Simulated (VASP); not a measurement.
# Li2S (Fm-3m) in VASP: further runs

The runs below take Li2S through single point, with HSE06+D3(BJ), PBE0.

Everything below comes from runs of VASP 6.6.1. Logs are shortened: lines on timing, memory, paths and dates and some standing lists are left out, and cuts for length are marked.

## (1) The cell of the first run

The structure is cubic, space group Fm-3m (No. 225). Conventional cell: a = 5.708 Å, b = 5.708 Å, c = 5.708 Å, α = 90.00°, β = 90.00°, γ = 90.00°. Li (site symmetry -43m) has 4 S at 2.47 Å and 6 Li at 2.85 Å within 3.3 Å. Within 3.3 Å of S (site symmetry m-3m) lie 8 Li at 2.47 Å.

## (2) Single point, HSE06+D3(BJ)

File POSCAR:

```
Li2S
1.0
    0.0000000000      2.8540007422      2.8540007422
    2.8540007422      0.0000000000      2.8540007422
    2.8540007422      2.8540007422      0.0000000000
Li S
2 1
Direct
    0.2500000000      0.2500000000      0.2500000000
    0.7500000000      0.7500000000      0.7500000000
    0.0000000000      0.0000000000      0.0000000000
```

File INCAR.step1:

```
  PREC = Accurate
  ENCUT = 650
  EDIFF = 1E-5
  ISMEAR = 0
  SIGMA = 0.05
  LREAL = False
  LASPH = True
  NELM = 120
  ALGO = Normal
  ISIF = 2
  LWAVE = True
  NBANDS = 13
  GGA = PE
  GGA_COMPAT = False
```

File INCAR.step2:

```
  PREC = Accurate
  ENCUT = 650
  EDIFF = 1E-6
  ISMEAR = 0
  SIGMA = 0.05
  LREAL = False
  LASPH = True
  NELM = 120
  ALGO = Normal
  ISIF = 2
  LWAVE = False
  LCHARG = True
  GGA = PE
  LHFCALC = True
  HFSCREEN = 0.2079
  PRECFOCK = Normal
  IVDW = 12
  VDW_S6 = 1.0
  VDW_S8 = 2.31
  VDW_A1 = 0.383
  VDW_A2 = 5.685
  LELF = True
  LVHAR = True
  NBANDS = 13
  ISTART = 1
  GGA_COMPAT = False
```

File KPOINTS:

```
regular mesh
0
Gamma
  4 4 4
```

Potentials or basis: VASP PAW PBE potentials, release 64 (Li_sv, S).

Launch:

```
$ cat potpaw_PBE.64/Li_sv/POTCAR potpaw_PBE.64/S/POTCAR > POTCAR
$ cp INCAR.step1 INCAR
$ mpirun -np 1 vasp_std > vasp.out
$ cp INCAR.step2 INCAR
$ mpirun -np 1 vasp_std > vasp.out
```

OUTCAR:

```text
PREC = Accurate
   ENCUT = 650
   EDIFF = 1E-6
   ISMEAR = 0
   LREAL = False
   LASPH = True
   NELM = 120
   ISIF = 2
   GGA = PE
   LHFCALC = True
   HFSCREEN = 0.2079
   PRECFOCK = Normal
   IVDW = 12
   ISTART = 1
 IVDW          = 12

 ion  position               nearest neighbor table
   1  0.250  0.250  0.250-   3 2.47   3 2.47   3 2.47   3 2.47
   2  0.750  0.750  0.750-   3 2.47   3 2.47   3 2.47   3 2.47
   3  0.000  0.000  0.000-   2 2.47   2 2.47   2 2.47   1 2.47   2 2.47   1 2.47   1 2.47   1 2.47

  LATTYP: Found a face centered cubic cell.
 ALAT       =     5.7080014844

  Lattice vectors:

 A1 = (   0.0000000000,   2.8540007422,   2.8540007422)
 A2 = (   2.8540007422,   0.0000000000,   2.8540007422)
 A3 = (   2.8540007422,   2.8540007422,   0.0000000000)

Analysis of symmetry for initial positions (statically):
=====================================================================
 Subroutine PRICEL returns:
 Original cell was already a primitive cell.

 Routine SETGRP: Setting up the symmetry group for a
 face centered cubic supercell.

 Subroutine GETGRP returns: Found 48 space group operations
 (whereof 48 operations were pure point group operations)
 out of a pool of 48 trial point group operations.

The static configuration has the point symmetry O_h .

Analysis of symmetry for dynamics (positions and initial velocities):
=====================================================================
 Subroutine PRICEL returns:
 Original cell was already a primitive cell.

 Routine SETGRP: Setting up the symmetry group for a
 face centered cubic supercell.

 Subroutine GETGRP returns: Found 48 space group operations
 (whereof 48 operations were pure point group operations)
 out of a pool of 48 trial point group operations.

The dynamic configuration has the point symmetry O_h .

 Subroutine INISYM returns: Found 48 space group operations
 (whereof 48 operations are pure point group operations),
 and found     1 'primitive' translations

----------------------------------------------------------------------------------------

                                     Primitive cell

  volume of cell :      46.4935

  direct lattice vectors                    reciprocal lattice vectors
     0.000000000  2.854000742  2.854000742    -0.175192666  0.175192666  0.175192666
     2.854000742  0.000000000  2.854000742     0.175192666 -0.175192666  0.175192666
[... 88 lines left out ...]
   IMIX   =      1    mixing-type and parameters
     AMIX     =   0.40;   BMIX     =  1.00
     AMIX_MAG =   1.60;   BMIX_MAG =  1.00
  volume/ion in A,a.u.               =      15.50       104.58
  Fermi-wavevector in a.u.,A,eV,Ry     =   1.042328  1.969715 14.782024  1.086448
  Thomas-Fermi vector in A             =   2.176989
   LORBIT       =      0    0 simple, 1 ext, 2 COOP (PROOUT), +10 PAW based schemes
   GGA     = PE    functional components
   LHFCALC =     T    Hartree Fock is set to
   PRECFOCK=normal    Normal, Fast or Accurate (Low or Medium for compatibility)
   ENCUT4O =  -1.0   cutoff for four orbital integrals eV
   NKREDX  =     1    reduce k-point grid by
   NKREDY  =     1    reduce k-point grid by
   NKREDZ  =     1    reduce k-point grid by
   AEXX    =    0.2500 exact exchange contribution
   HFSCREEN=    0.2079 screening length (either q_TF or 0.3 A-1)
   HFSCREENC=   0.2079 screening length for correlation (either q_TF or 0.3 A-1)
   ENCUTFOCK=  -1.0 apply spherical cutoff to Coloumb kernel
   IVDW    =    12    specifies the selected vdW correction
   LEPSILON=     F    determine dielectric tensor
   LRPA    =     F    only Hartree local field effects (RPA)
 non-spin polarized calculation
 Gauss-broadening in eV      SIGMA  =   0.05
  energy-cutoff  :      650.00
  volume of cell :       46.49
 maximum number of plane-waves:      1807
 NGX is ok and might be reduce to    36
  NGX = 28; NGY = 28; NGZ = 28

 number of electron      11.9999999 magnetization

 Free energy of the ion-electron system (eV)
  ---------------------------------------------------
  ext. energy  EPLUGINS =         0.00000000
  ---------------------------------------------------
  free energy    TOTEN  =       -13.50888305 eV

  energy without entropy =      -13.50888305  energy(sigma->0) =      -13.50888305

 E-fermi :   1.0360     XC(G=0):  -7.0913

 val. band max:        0.7196270554   @ k =   0.0000   0.0000   0.0000
 cond. band min:       5.0563805869   @ k =   0.5000   0.5000   0.0000
 fundamental gap:      4.3367535315
 Fermi energy:         1.0360052254

 k-point     1 :       0.0000    0.0000    0.0000
  band No.  band energies     occupation
      1     -46.4483      2.00000
      2     -46.4055      2.00000
      3     -11.4408      2.00000
      4       0.7196      2.00000
      5       0.7196      2.00000
      6       0.7196      2.00000
      7       6.0181      0.00000
      8       8.1035      0.00000
      9       8.1035      0.00000
     10       8.1035      0.00000
     11      13.2152      0.00000
     12      13.2152      0.00000
     13      14.4212      0.00000
[... 98 lines left out ...]
  band No.  band energies     occupation
      1     -46.4252      2.00000
      2     -46.4252      2.00000
      3     -10.7924      2.00000
      4      -1.2685      2.00000
      5      -1.2685      2.00000
      6      -1.1315      2.00000
      7       7.2049      0.00000
      8       9.2161      0.00000
      9      10.8676      0.00000
     10      10.8676      0.00000
     11      14.0597      0.00000
     12      14.0597      0.00000
     13      14.8552      0.00000

------------------------ aborting loop because EDIFF is reached ----------------------------------------

 Edisp (eV)   -0.90237

 E8    (eV) :    -0.5508

  FORCE on cell =-STRESS in cart. coord.  units (eV):
  Direction    XX          YY          ZZ          XY          YZ          ZX
  --------------------------------------------------------------------------------------
  -------------------------------------------------------------------------------------
  Total      -1.21563    -1.21563    -1.21563    -0.00000     0.00000     0.00000
  in kB     -41.89103   -41.89103   -41.89103    -0.00000     0.00000     0.00000
  external pressure =      -41.89 kB  Pullay stress =        0.00 kB

 VOLUME and BASIS-vectors are now :
 -----------------------------------------------------------------------------
  energy-cutoff  :      650.00
  volume of cell :       46.49
      direct lattice vectors                 reciprocal lattice vectors
     0.000000000  2.854000742  2.854000742    -0.175192666  0.175192666  0.175192666
     2.854000742  0.000000000  2.854000742     0.175192666 -0.175192666  0.175192666
     2.854000742  2.854000742  0.000000000     0.175192666  0.175192666 -0.175192666

 POSITION                                       TOTAL-FORCE (eV/Angst)
 -----------------------------------------------------------------------------------
      1.42700      1.42700      1.42700         0.000000      0.000000     -0.000000
      4.28100      4.28100      4.28100        -0.000000     -0.000000     -0.000000
      0.00000      0.00000      0.00000         0.000000     -0.000000      0.000000
 -----------------------------------------------------------------------------------
    total drift:                                0.000001      0.000000      0.000001

  FREE ENERGIE OF THE ION-ELECTRON SYSTEM (eV)
  ---------------------------------------------------
  free  energy   TOTEN  =       -14.4112491023 eV

  energy  without entropy=      -14.4112491023  energy(sigma->0) =      -14.41124910
```

OSZICAR.step1:

```text
N       E                     dE             d eps       ncg     rms          rms(c)
DAV:   1     0.537122799383E+02    0.53712E+02   -0.61061E+03   208   0.104E+03
DAV:   2    -0.418628375512E+01   -0.57899E+02   -0.54605E+02   253   0.218E+02
DAV:   3    -0.121106512530E+02   -0.79244E+01   -0.78731E+01   416   0.523E+01
DAV:   4    -0.122861900832E+02   -0.17554E+00   -0.17551E+00   256   0.109E+01
DAV:   5    -0.122949156422E+02   -0.87256E-02   -0.87255E-02   353   0.172E+00    0.386E+00
DAV:   6    -0.119922950282E+02    0.30262E+00   -0.51347E-01   236   0.286E+00    0.288E+00
DAV:   7    -0.119766343881E+02    0.15661E-01   -0.14224E-01   303   0.167E+00    0.184E+00
DAV:   8    -0.119879877646E+02   -0.11353E-01   -0.29196E-02   275   0.957E-01    0.893E-01
DAV:   9    -0.119871967666E+02    0.79100E-03   -0.10704E-03   267   0.180E-01    0.484E-01
DAV:  10    -0.119874494212E+02   -0.25265E-03   -0.14912E-03   228   0.183E-01    0.285E-01
DAV:  11    -0.119874155447E+02    0.33876E-04   -0.10747E-04   300   0.614E-02    0.889E-02
DAV:  12    -0.119874171044E+02   -0.15597E-05   -0.48262E-06   181   0.143E-02
   1 F= -.11987417E+02 E0= -.11987417E+02  d E =-.335314E-14
```

Wall time 4.6 min (1 thread of AMD EPYC 7R43 (Zen 3), shared host); peak memory 0.28 GiB.

What came out:

```yaml
Free_energy: -14.4112 eV
Pressure: -4.2 GPa
Band_gap_on_the_k_mesh: 4.34 eV (least direct gap 5.30 eV)
Dispersion_energy_per_atom: -0.301 eV
```

Caveat: the k points lie up to 0.48 Å⁻¹ apart; the PAW data sets were made with another functional, which shifts forces and pressure a little.

## (3) Single point, PBE0

POSCAR is that of step 2.

File INCAR.step1:

```
  PREC = Accurate
  ENCUT = 650
  EDIFF = 1E-5
  ISMEAR = 0
  SIGMA = 0.05
  LREAL = F
  LASPH = T
  NELM = 120
  ALGO = Normal
  ISIF = 2
  LWAVE = T
  NBANDS = 13
  GGA = PE
  GGA_COMPAT = F
```

File INCAR.step2:

```
  PREC = Accurate
  ENCUT = 650
  EDIFF = 1E-6
  ISMEAR = 0
  SIGMA = 0.05
  LREAL = F
  LASPH = T
  NELM = 120
  ALGO = Normal
  ISIF = 2
  LWAVE = F
  LCHARG = T
  GGA = PE
  LHFCALC = T
  AEXX = 0.25
  PRECFOCK = Normal
  LELF = T
  LVHAR = T
  NBANDS = 13
  ISTART = 1
  GGA_COMPAT = F
```

File KPOINTS:

```
Automatic mesh
0
Gamma
  4 4 4
```

Potentials or basis: VASP PAW PBE potentials, release 64 (Li_sv, S).

Launch:

```
$ cat potpaw_PBE.64/Li_sv/POTCAR potpaw_PBE.64/S/POTCAR > POTCAR
$ cp INCAR.step1 INCAR
$ mpirun -np 1 vasp_std > vasp.out
$ cp INCAR.step2 INCAR
$ mpirun -np 1 vasp_std > vasp.out
```

OUTCAR:

```text
PREC = Accurate
   ENCUT = 650
   EDIFF = 1E-6
   ISMEAR = 0
   LREAL = F
   LASPH = T
   NELM = 120
   ISIF = 2
   GGA = PE
   LHFCALC = T
   AEXX = 0.25
   PRECFOCK = Normal
   ISTART = 1

 ion  position               nearest neighbor table
   1  0.250  0.250  0.250-   3 2.47   3 2.47   3 2.47   3 2.47
   2  0.750  0.750  0.750-   3 2.47   3 2.47   3 2.47   3 2.47
   3  0.000  0.000  0.000-   2 2.47   2 2.47   2 2.47   1 2.47   2 2.47   1 2.47   1 2.47   1 2.47

  LATTYP: Found a face centered cubic cell.
 ALAT       =     5.7080014844

  Lattice vectors:

 A1 = (   0.0000000000,   2.8540007422,   2.8540007422)
 A2 = (   2.8540007422,   0.0000000000,   2.8540007422)
 A3 = (   2.8540007422,   2.8540007422,   0.0000000000)

Analysis of symmetry for initial positions (statically):
=====================================================================
 Subroutine PRICEL returns:
 Original cell was already a primitive cell.

 Routine SETGRP: Setting up the symmetry group for a
 face centered cubic supercell.

 Subroutine GETGRP returns: Found 48 space group operations
 (whereof 48 operations were pure point group operations)
 out of a pool of 48 trial point group operations.

The static configuration has the point symmetry O_h .

Analysis of symmetry for dynamics (positions and initial velocities):
=====================================================================
 Subroutine PRICEL returns:
 Original cell was already a primitive cell.

 Routine SETGRP: Setting up the symmetry group for a
 face centered cubic supercell.

 Subroutine GETGRP returns: Found 48 space group operations
 (whereof 48 operations were pure point group operations)
 out of a pool of 48 trial point group operations.

The dynamic configuration has the point symmetry O_h .

 Subroutine INISYM returns: Found 48 space group operations
 (whereof 48 operations are pure point group operations),
 and found     1 'primitive' translations
[... 116 lines left out ...]
   IVDW    =     0    specifies the selected vdW correction
   LEPSILON=     F    determine dielectric tensor
   LRPA    =     F    only Hartree local field effects (RPA)
 non-spin polarized calculation
 Gauss-broadening in eV      SIGMA  =   0.05
  energy-cutoff  :      650.00
  volume of cell :       46.49
 maximum number of plane-waves:      1807
 NGX is ok and might be reduce to    36
  NGX = 28; NGY = 28; NGZ = 28

 number of electron      11.9999999 magnetization

 Free energy of the ion-electron system (eV)
  ---------------------------------------------------
  ext. energy  EPLUGINS =         0.00000000
  ---------------------------------------------------
  free energy    TOTEN  =       -14.42539403 eV

  energy without entropy =      -14.42539403  energy(sigma->0) =      -14.42539403

 E-fermi :   0.5371     XC(G=0):  -6.7114

 val. band max:        0.3221585184   @ k =   0.0000   0.0000   0.0000
 cond. band min:       5.3837328610   @ k =   0.5000   0.5000   0.0000
 fundamental gap:      5.0615743426
 Fermi energy:         0.5371231012

 k-point     1 :       0.0000    0.0000    0.0000
  band No.  band energies     occupation
      1     -46.8779      2.00000
      2     -46.8350      2.00000
      3     -11.8775      2.00000
      4       0.3222      2.00000
      5       0.3222      2.00000
      6       0.3222      2.00000
      7       6.3459      0.00000
      8       8.4782      0.00000
      9       8.4782      0.00000
     10       8.4782      0.00000
     11      13.6055      0.00000
     12      13.6055      0.00000
     13      14.7854      0.00000
[... 98 lines left out ...]
  band No.  band energies     occupation
      1     -46.8548      2.00000
      2     -46.8548      2.00000
      3     -11.2269      2.00000
      4      -1.6880      2.00000
      5      -1.6880      2.00000
      6      -1.5511      2.00000
      7       7.5446      0.00000
      8       9.5847      0.00000
      9      11.2520      0.00000
     10      11.2520      0.00000
     11      14.4373      0.00000
     12      14.4373      0.00000
     13      15.2602      0.00000

------------------------ aborting loop because EDIFF is reached ----------------------------------------

  FORCE on cell =-STRESS in cart. coord.  units (eV):
  Direction    XX          YY          ZZ          XY          YZ          ZX
  --------------------------------------------------------------------------------------
  -------------------------------------------------------------------------------------
  Total       -0.2892529     -0.2892529     -0.2892529      0.0000000     -0.0000000      0.0000000
  in kB       -9.9677251     -9.9677251     -9.9677251      0.0000000     -0.0000000      0.0000000
  external PRESSURE =      -9.9677251 kB  Pullay stress =       0.0000000 kB

 VOLUME and BASIS-vectors are now :
 -----------------------------------------------------------------------------
  energy-cutoff  :      650.00
  volume of cell :       46.49
      direct lattice vectors                 reciprocal lattice vectors
     0.000000000  2.854000742  2.854000742    -0.175192666  0.175192666  0.175192666
     2.854000742  0.000000000  2.854000742     0.175192666 -0.175192666  0.175192666
     2.854000742  2.854000742  0.000000000     0.175192666  0.175192666 -0.175192666

 POSITION                                       TOTAL-FORCE (eV/Angst)
 -----------------------------------------------------------------------------------
      1.42700      1.42700      1.42700         0.000000      0.000000      0.000000
      4.28100      4.28100      4.28100        -0.000000      0.000000     -0.000000
      0.00000      0.00000      0.00000        -0.000000     -0.000000      0.000000
 -----------------------------------------------------------------------------------
    total drift:                               -0.000000     -0.000000      0.000000

  FREE ENERGIE OF THE ION-ELECTRON SYSTEM (eV)
  ---------------------------------------------------
  free  energy   TOTEN  =       -14.4253940281 eV

  energy  without entropy=      -14.4253940281  energy(sigma->0) =      -14.42539403
```

OSZICAR.step1:

```text
N       E                     dE             d eps       ncg     rms          rms(c)
DAV:   1     0.537122799383E+02    0.53712E+02   -0.61061E+03   208   0.104E+03
DAV:   2    -0.418628375512E+01   -0.57899E+02   -0.54605E+02   253   0.218E+02
DAV:   3    -0.121106512530E+02   -0.79244E+01   -0.78731E+01   416   0.523E+01
DAV:   4    -0.122861900832E+02   -0.17554E+00   -0.17551E+00   256   0.109E+01
DAV:   5    -0.122949156422E+02   -0.87256E-02   -0.87255E-02   353   0.172E+00    0.386E+00
DAV:   6    -0.119922950282E+02    0.30262E+00   -0.51347E-01   236   0.286E+00    0.288E+00
DAV:   7    -0.119766343881E+02    0.15661E-01   -0.14224E-01   303   0.167E+00    0.184E+00
DAV:   8    -0.119879877646E+02   -0.11353E-01   -0.29196E-02   275   0.957E-01    0.893E-01
DAV:   9    -0.119871967666E+02    0.79100E-03   -0.10704E-03   267   0.180E-01    0.484E-01
DAV:  10    -0.119874494212E+02   -0.25265E-03   -0.14912E-03   228   0.183E-01    0.285E-01
DAV:  11    -0.119874155447E+02    0.33876E-04   -0.10747E-04   300   0.614E-02    0.889E-02
DAV:  12    -0.119874171044E+02   -0.15597E-05   -0.48262E-06   181   0.143E-02
   1 F= -.11987417E+02 E0= -.11987417E+02  d E =-.335314E-14
```

Wall time 4.1 min (1 thread of AMD EPYC 7R43 (Zen 3), shared host); peak memory 0.17 GiB.

What came out:

```
Free energy            : -14.4254 eV
Pressure               : -1.0 GPa
Band gap on the k mesh : 5.06 eV (least direct gap 6.02 eV)
```

Caveat: the k points lie up to 0.48 Å⁻¹ apart; the PAW data sets were made with another functional, which shifts forces and pressure a little.
